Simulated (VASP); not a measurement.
Here is a VASP 6.6.1 calculation.

Contents of INCAR:

```
SYSTEM = HfH3
ALGO = Normal
EDIFF = 1E-7
ENCUT = 520
GGA = PS
ISIF = 2
ISMEAR = -1
LASPH = .True.
LCHARG = .False.
LREAL = .False.
LWAVE = .False.
NBANDS = 14
NELM = 80
PREC = Accurate
SIGMA = 0.05
```

Contents of KPOINTS:

```
k-points
0
Gamma
  8 8 8
  0 0 0
```

POSCAR

```
HfH3
1.0
    3.1549058766      0.0000000000      0.0000000000
    0.0000000000      3.1549058766      0.0000000000
    0.0000000000      0.0000000000      3.1549058766
Hf H
1 3
Direct
    0.0000000000      0.0000000000      0.0000000000
    0.0000000000      0.5000000000      0.5000000000
    0.5000000000      0.0000000000      0.5000000000
    0.5000000000      0.5000000000      0.0000000000
```

Potentials or basis: VASP PAW PBE potentials, release 64 (Hf_pv, H).

The run is started by

```sh
$ cat potpaw_PBE.64/Hf_pv/POTCAR potpaw_PBE.64/H/POTCAR > POTCAR
$ mpirun -np 1 vasp_std > vasp.out
```

(1) What does it give for the pressure?

Results:

(1) -12.7 GPa.

Caveat: the PAW data sets were made with another functional, which shifts forces and pressure a little.
